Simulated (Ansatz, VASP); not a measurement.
Cu4Ni: VASP beside Ansatz

INCAR

```
PREC = Accurate
ENCUT = 520
EDIFF = 1E-7
ISMEAR = 0
SIGMA = 0.2
LREAL = False
LASPH = True
NELM = 80
ALGO = Fast
ISIF = 2
LWAVE = False
LCHARG = False
GGA = PE
NBANDS = 65
```

Contents of KPOINTS:

```
regular mesh
0
Gamma
  12 12 1
```

The input POSCAR:

```
Cu4Ni
1.0
    2.5387687066     -0.0000000289      0.0000000000
   -1.2693843283      2.1986382087      0.0000000000
    0.0000000000      0.0000000000     20.9698358000
Cu Ni
8 2
Direct
    0.3333333333      0.6666666667      0.0505960000
    0.3333333333      0.6666666667      0.4494040000
    0.3333333333      0.6666666667      0.6515990000
    0.3333333333      0.6666666667      0.8484010000
    0.6666666667      0.3333333333      0.1515990000
    0.6666666667      0.3333333333      0.3484010000
    0.6666666667      0.3333333333      0.5505960000
    0.6666666667      0.3333333333      0.9494040000
    0.3333333333      0.6666666667      0.2500000000
    0.6666666667      0.3333333333      0.7500000000
```

Input for Ansatz:

```yaml
crystal:
  lattice:
    - [2.5387687066, -2.89e-08, 0.0]
    - [-1.2693843283, 2.1986382087, 0.0]
    - [0.0, 0.0, 20.9698358]
  atoms:
    - { symbol: Cu, position: [0.3333333333, 0.6666666667, 0.050596] }
    - { symbol: Cu, position: [0.3333333333, 0.6666666667, 0.449404] }
    - { symbol: Cu, position: [0.3333333333, 0.6666666667, 0.651599] }
    - { symbol: Cu, position: [0.3333333333, 0.6666666667, 0.848401] }
    - { symbol: Cu, position: [0.6666666667, 0.3333333333, 0.151599] }
    - { symbol: Cu, position: [0.6666666667, 0.3333333333, 0.348401] }
    - { symbol: Cu, position: [0.6666666667, 0.3333333333, 0.550596] }
    - { symbol: Cu, position: [0.6666666667, 0.3333333333, 0.949404] }
    - { symbol: Ni, position: [0.3333333333, 0.6666666667, 0.25] }
    - { symbol: Ni, position: [0.6666666667, 0.3333333333, 0.75] }
basis:
  ecutwfc: 420
kpoints:
  mp_grid: { grid: [12, 12, 1] }
hamiltonian:
  xc: pbe
scf:
  occupations: { method: gaussian, width: 0.2 }
  lower_state_search: "off"
output:
  forces: true
  stress: true
  eigenvalues: true
```

Alike in both runs: task single point; functional PBE; k mesh 12 × 12 × 1; occupations gaussian, width 0.2 eV; no spin polarisation.

|  | VASP | Ansatz |
| --- | --- | --- |
| version | VASP 6.6.1 | Ansatz 0.2.0 |
| potentials or method | VASP PAW PBE potentials, release 64 (Cu, Ni), cutoff 520 eV | scalar-relativistic, plane waves, PAW |
| valence electrons in the cell | 108 | 188 |

Ansatz gave:

| Quantity | Value |
| --- | --- |
| gap on the k mesh at the Fermi level (eV) | none |
| pressure (GPa) | 0.2 |
| traceless stress, the component that is largest in VASP (GPa) | 0.16 |
| rms of the force components (eV/Å) | 0.003 |

What did VASP give for the same quantities?

gap on the k mesh at the Fermi level (eV): none; pressure (GPa): 0.6; traceless stress, the component that is largest in VASP (GPa): 0.08; rms of the force components (eV/Å): 0.006.

Atom by atom the forces differ by 0.004 eV/Å (rms over components). A gap of «none» marks a metal or a gap that the smearing closes. The functional is the same, so the differences come from potentials, cutoffs and numerics. VASP's potentials hold 108 valence electrons a cell and Ansatz's 188, so a difference there can come from the potentials and not from the codes.
